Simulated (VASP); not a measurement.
# Rh (Fm-3m) in VASP: settings compared

Aim: see how the results for Rh move with the level of theory and the settings. Levels: PBE, LDA. Tasks: single point.

Everything below comes from runs of VASP 6.6.1. Logs are shortened: lines on timing, memory, paths and dates and some standing lists are left out, and cuts for length are marked.

### 1 The cell of the first run

Symmetry: Fm-3m, No. 225, cubic system. The conventional cell has a = 3.806 Å, b = 3.806 Å, c = 3.806 Å, α = 90.00°, β = 90.00°, γ = 90.00°. Rh (site symmetry m-3m) has 12 Rh at 2.69 Å within 3.5 Å.

### 2 Single point, PBE

Input file INCAR:

```
SYSTEM = Rh
ALGO = Normal
EDIFF = 1E-6
ENCUT = 500
GGA = PE
GGA_COMPAT = .False.
ISIF = 2
ISMEAR = -1
LASPH = .True.
LCHARG = .False.
LREAL = .False.
LWAVE = .False.
NBANDS = 14
NELM = 120
PREC = Accurate
SIGMA = 0.05
```

Input file KPOINTS:

```
k-points
0
Gamma
  18 18 18
  0 0 0
```

Input file POSCAR:

```
Rh
1.0
    0.0000000000      1.9029860865      1.9029860865
    1.9029860865      0.0000000000      1.9029860865
    1.9029860865      1.9029860865      0.0000000000
Rh
1
Direct
    0.0000000000      0.0000000000      0.0000000000
```

Potentials or basis: VASP PAW PBE potentials, release 64 (Rh_pv).

The run is started by

```bash
$ cat potpaw_PBE.64/Rh_pv/POTCAR > POTCAR
$ mpirun -np 1 vasp_std > vasp.out
```

OUTCAR:

```text
SYSTEM = Rh
   EDIFF = 1E-6
   ENCUT = 500
   GGA = PE
   ISIF = 2
   ISMEAR = -1
   LASPH = .True.
   LREAL = .False.
   NELM = 120
   PREC = Accurate

 ion  position               nearest neighbor table
   1  0.000  0.000  0.000-

  LATTYP: Found a face centered cubic cell.
 ALAT       =     3.8059721730

  Lattice vectors:

 A1 = (   0.0000000000,   1.9029860865,   1.9029860865)
 A2 = (   1.9029860865,   0.0000000000,   1.9029860865)
 A3 = (   1.9029860865,   1.9029860865,   0.0000000000)

Analysis of symmetry for initial positions (statically):
=====================================================================
 Subroutine PRICEL returns:
 Original cell was already a primitive cell.

 Routine SETGRP: Setting up the symmetry group for a
 face centered cubic supercell.

 Subroutine GETGRP returns: Found 48 space group operations
 (whereof 48 operations were pure point group operations)
 out of a pool of 48 trial point group operations.

The static configuration has the point symmetry O_h .

Analysis of symmetry for dynamics (positions and initial velocities):
=====================================================================
 Subroutine PRICEL returns:
 Original cell was already a primitive cell.

 Routine SETGRP: Setting up the symmetry group for a
 face centered cubic supercell.

 Subroutine GETGRP returns: Found 48 space group operations
 (whereof 48 operations were pure point group operations)
 out of a pool of 48 trial point group operations.

The dynamic configuration has the point symmetry O_h .

 Subroutine INISYM returns: Found 48 space group operations
 (whereof 48 operations are pure point group operations),
 and found     1 'primitive' translations

----------------------------------------------------------------------------------------

                                     Primitive cell

  volume of cell :      13.7828

  direct lattice vectors                    reciprocal lattice vectors
     0.000000000  1.902986086  1.902986086    -0.262744958  0.262744958  0.262744958
     1.902986086  0.000000000  1.902986086     0.262744958 -0.262744958  0.262744958
     1.902986086  1.902986086  0.000000000     0.262744958  0.262744958 -0.262744958

  length of vectors
     2.691228733  2.691228733  2.691228733     0.455087617  0.455087617  0.455087617

  position of ions in fractional coordinates (direct lattice)
     0.000000000  0.000000000  0.000000000

  ion indices of the primitive-cell ions
   primitive index   ion index
                 1           1

----------------------------------------------------------------------------------------

 KPOINTS: k-points

Automatic generation of k-mesh.
 Grid dimensions read from file:
 generate k-points for:   18   18   18

 Generating k-lattice:

  Cartesian coordinates                     Fractional coordinates (reciprocal lattice)
    -0.014596942  0.014596942  0.014596942     0.055555556  0.000000000  0.000000000
     0.014596942 -0.014596942  0.014596942     0.000000000  0.055555556  0.000000000
     0.014596942  0.014596942 -0.014596942     0.000000000  0.000000000  0.055555556

  Length of vectors
     0.025282645  0.025282645  0.025282645

  Shift w.r.t. Gamma in fractional coordinates (k-lattice)
     0.000000000  0.000000000  0.000000000

 Subroutine IBZKPT returns following result:
 ===========================================

 Found    195 irreducible k-points:

 Following reciprocal coordinates:
            Coordinates               Weight
  0.000000  0.000000  0.000000      1.000000
  0.055556  0.000000  0.000000      8.000000
  0.111111  0.000000  0.000000      8.000000
  0.166667  0.000000  0.000000      8.000000
  0.222222  0.000000  0.000000      8.000000
  0.277778  0.000000  0.000000      8.000000
[... 16 lines left out ...]
 -0.277778  0.055556  0.000000     24.000000
 -0.222222  0.055556  0.000000     24.000000
 [... further k-points ...]
   k-points           NKPTS =    195   k-points in BZ     NKDIM =    195   number of bands    NBANDS=     14
   number of dos      NEDOS =    301   number of ions     NIONS =      1
   total plane-waves  NPLWV =   8000
   dimension x,y,z NGX =    20 NGY =   20 NGZ =   20
   dimension x,y,z NGXF=    40 NGYF=   40 NGZF=   40
   ions per type =               1
   NGX,Y,Z   is equivalent  to a cutoff of  12.35, 12.35, 12.35 a.u.
   NGXF,Y,Z  is equivalent  to a cutoff of  24.71, 24.71, 24.71 a.u.
 SYSTEM =  Rh
   PREC   = accura    normal or accurate (medium, high low for compatibility)
   ISTART =      0    job   : 0-new  1-cont  2-samecut
   ICHARG =      2    charge: 1-file 2-atom 10-const
   ISPIN  =      1    spin polarized calculation?
   LNONCOLLINEAR =      F non collinear calculations
   LSORBIT =      F    spin-orbit coupling
   LASPH  =      T    aspherical Exc in radial PAW
   ENCUT  =  500.0 eV  36.75 Ry    6.06 a.u.   4.91  4.91  4.91*2*pi/ulx,y,z
   NELM   =    120;   NELMIN=  2; NELMDL= -5     # of ELM steps
   EDIFF  = 0.1E-05   stopping-criterion for ELM
   LREAL  =      F    real-space projection
   EDIFFG = 0.1E-04   stopping-criterion for IOM
   NSW    =      0    number of steps for IOM
   IBRION =     -1    ionic relax: 0-MD 1-quasi-New 2-CG
   NFREE  =      0    steps in history (QN), initial steepest desc. (CG)
   ISIF   =      2    stress and relaxation
   ISYM   =      2    0-nonsym 1-usesym 2-fastsym
   POTIM  = 0.5000    time-step for ionic-motion
   TEBEG  =    0.0;   TEEND  =   0.0 temperature during run
   PSTRESS=    0.0 pullay stress
   NELECT =      15.0000    total number of electrons
   NUPDOWN=      -1.0000    fix difference up-down
   EMIN   =  10.00;   EMAX   =-10.00  energy-range for DOS
   EFERMI =   0.00;   METHOD = LEGACY
   ISMEAR =    -1;   SIGMA  =   0.05  broadening in eV -4-tet -1-fermi 0-gaus
   EFERMI_NEDOS =   21; number of points for ismear=-14 and -15
   IALGO  =     38    algorithm
   IMIX   =      4    mixing-type and parameters
     AMIX     =   0.40;   BMIX     =  1.00
     AMIX_MAG =   1.60;   BMIX_MAG =  1.00
  volume/ion in A,a.u.               =      13.78        93.01
  Fermi-wavevector in a.u.,A,eV,Ry     =   1.683939  3.182183 38.581359  2.835650
  Thomas-Fermi vector in A             =   2.767050
   LORBIT       =      0    0 simple, 1 ext, 2 COOP (PROOUT), +10 PAW based schemes
   GGA     = PE    functional components
   LHFCALC =     F    Hartree Fock is set to
   AEXX    =    0.0000 exact exchange contribution
   IVDW    =     0    specifies the selected vdW correction
   LEPSILON=     F    determine dielectric tensor
   LRPA    =     F    only Hartree local field effects (RPA)
 non-spin polarized calculation
  energy-cutoff  :      500.00
  volume of cell :       13.78
 maximum number of plane-waves:       361
   NGX =  9   NGY =  9   NGZ =  9

 number of electron      15.0000007 magnetization

 Free energy of the ion-electron system (eV)
  ---------------------------------------------------
  ext. energy  EPLUGINS =         0.00000000
  ---------------------------------------------------
  free energy    TOTEN  =        -7.25954268 eV

  energy without entropy =       -7.24841077  energy(sigma->0) =       -7.25397673

 E-fermi :  11.8592     XC(G=0): -14.0166

 val. band max:       11.8565795720   @ k =  -0.2778   0.3333   0.1111
 cond. band min:      11.8608420929   @ k =   0.5000   0.3889   0.0556
 fundamental gap:      0.0042625209
 Fermi energy:        11.8591546421

 k-point     1 :       0.0000    0.0000    0.0000
  band No.  band energies     occupation
      1     -34.5229      2.00000
      2     -34.5229      2.00000
      3     -34.5229      2.00000
      4       3.9177      2.00000
      5       8.7894      2.00000
      6       8.7894      2.00000
      7       8.7894      2.00000
      8      10.8661      2.00000
      9      10.8661      2.00000
     10      27.8569      0.00000
     11      32.3846      0.00000
     12      33.3033      0.00000
     13      33.3033      0.00000
     14      33.3033      0.00000

 k-point     2 :       0.0556    0.0000    0.0000
  band No.  band energies     occupation
      1     -34.5456      2.00000
      2     -34.5260      2.00000
      3     -34.5260      2.00000
      4       4.0422      2.00000
      5       8.7341      2.00000
      6       8.8381      2.00000
      7       8.8381      2.00000
      8      10.8386      2.00000
      9      10.8386      2.00000
     10      28.0373      0.00000
     11      32.3819      0.00000
     12      32.6040      0.00000
     13      33.4846      0.00000
     14      33.4846      0.00000

 k-point     3 :       0.1111    0.0000    0.0000
  band No.  band energies     occupation
      1     -34.6105      2.00000
      2     -34.5348      2.00000
      3     -34.5348      2.00000
      4       4.3993      2.00000
      5       8.5959      2.00000
      6       8.9654      2.00000
      7       8.9654      2.00000
      8      10.7796      2.00000
      9      10.7796      2.00000
     10      28.5183      0.00000
     11      31.1432      0.00000
     12      32.3865      0.00000
     13      34.0103      0.00000
     14      34.0103      0.00000
[... 324 lines left out ...]
 k-point    23 :      -0.2778    0.0556    0.0000
  band No.  band energies     occupation
      1     -34.9944      2.00000
      2     -34.6124      2.00000
      3     -34.5807      2.00000
      4       6.0020      2.00000
      5       8.9266      2.00000
      6       9.1268      2.00000
      7       9.1421      2.00000
      8      11.0462      2.00000
      9      11.8035      1.50530
     10      25.5436      0.00000
     11      29.1056      0.00000
     12      32.3852      0.00000
     13      34.4720      0.00000
     14      36.9502      0.00000

 k-point    24 :      -0.2222    0.0556    0.0000
  band No.  band energies     occupation
      1     -34.8733      2.00000
      2     -34.5945      2.00000
      3     -34.5629      2.00000
      4       5.7451      2.00000
      5       8.4508      2.00000
      6       9.1790      2.00000
      7       9.2311      2.00000
      8      10.6754      2.00000
      9      11.3542      1.99992
     10      27.3073      0.00000
     11      29.5508      0.00000
     12      32.3852      0.00000
     13      34.7395      0.00000
     14      36.5868      0.00000

 [... further k-points ...]

------------------------ aborting loop because EDIFF is reached ----------------------------------------

  FORCE on cell =-STRESS in cart. coord.  units (eV):
  Direction    XX          YY          ZZ          XY          YZ          ZX
  --------------------------------------------------------------------------------------
  -------------------------------------------------------------------------------------
  Total        0.4610365      0.4610365      0.4610365      0.0000000     -0.0000000     -0.0000000
  in kB       53.5931243     53.5931243     53.5931243      0.0000000     -0.0000000     -0.0000000
  external PRESSURE =      53.5931243 kB  Pullay stress =       0.0000000 kB

 VOLUME and BASIS-vectors are now :
 -----------------------------------------------------------------------------
  energy-cutoff  :      500.00
  volume of cell :       13.78
      direct lattice vectors                 reciprocal lattice vectors
     0.000000000  1.902986086  1.902986086    -0.262744958  0.262744958  0.262744958
     1.902986086  0.000000000  1.902986086     0.262744958 -0.262744958  0.262744958
     1.902986086  1.902986086  0.000000000     0.262744958  0.262744958 -0.262744958

 POSITION                                       TOTAL-FORCE (eV/Angst)
 -----------------------------------------------------------------------------------
      0.00000      0.00000      0.00000        -0.000000      0.000000      0.000000
 -----------------------------------------------------------------------------------
    total drift:                               -0.000000     -0.000000      0.000000

  FREE ENERGIE OF THE ION-ELECTRON SYSTEM (eV)
  ---------------------------------------------------
  free  energy   TOTEN  =        -7.2595426834 eV

  energy  without entropy=       -7.2484107682  energy(sigma->0) =       -7.25397673
```

It took 14 s on 1 thread of Intel Xeon Platinum 8559C (Emerald Rapids), shared host; peak memory 0.15 GiB.

Results:

| Property | Result |
| --- | --- |
| Free energy | -7.2595 eV |
| Pressure | 5.4 GPa |
| Band gap on the k mesh | zero (an odd number of electrons rules out a gap without spin polarisation) |

Levels at points of the mesh, in eV from the Fermi level:
```tsv
k point	band 5	band 6	band 7	band 8	band 9	band 10
(0.00, 0.00, 0.00)	-3.07	-3.07	-3.07	-0.99	-0.99	16.00
(0.50, 0.00, 0.00)	-3.15	-3.15	0.56	0.56	0.73	8.61
(0.50, 0.50, 0.00)	-5.93	0.53	0.98	0.98	3.26	12.24
```

Caveat: the cell stands under pressure.

### 3 Single point, LDA, non-collinear spin, zero start, spin-orbit coupling

Input file INCAR:

```
ALGO = Normal
EDIFF = 1E-6
ENCUT = 500
GGA_COMPAT = False
ISIF = 2
ISMEAR = -1
LASPH = True
LCHARG = False
LMAXMIX = 4
LNONCOLLINEAR = True
LORBIT = 11
LORBMOM = True
LREAL = False
LSORBIT = True
LWAVE = False
MAGMOM = 0 0 0
NBANDS = 26
NELM = 200
PREC = Accurate
SIGMA = 0.05
```

Input file KPOINTS:

```
k-points
0
Gamma
  18 18 18
```

POSCAR is that of step 2.

Potentials or basis: VASP PAW LDA potentials, release 64 (Rh_pv).

The run is started by

```bash
$ cat potpaw_LDA.64/Rh_pv/POTCAR > POTCAR
$ mpirun -np 1 vasp_ncl > vasp.out
```

Run time: 69 s. Hardware: 1 thread of Intel Xeon Platinum 8559C (Emerald Rapids), shared host; peak memory 0.2 GiB.

Results (log left out):

| Quantity | Value |
| --- | --- |
| Free energy | -8.8311 eV |
| Pressure | -10.7 GPa |
| Net moment | 0.00 μB per cell |
| Valence electrons inside the program's atomic spheres | Rh 13.78 |

Moments on the atoms (μB; x, y, z):
```
Rh  0.00 0.00 0.00
```

Caveat: the cell stands under tension.
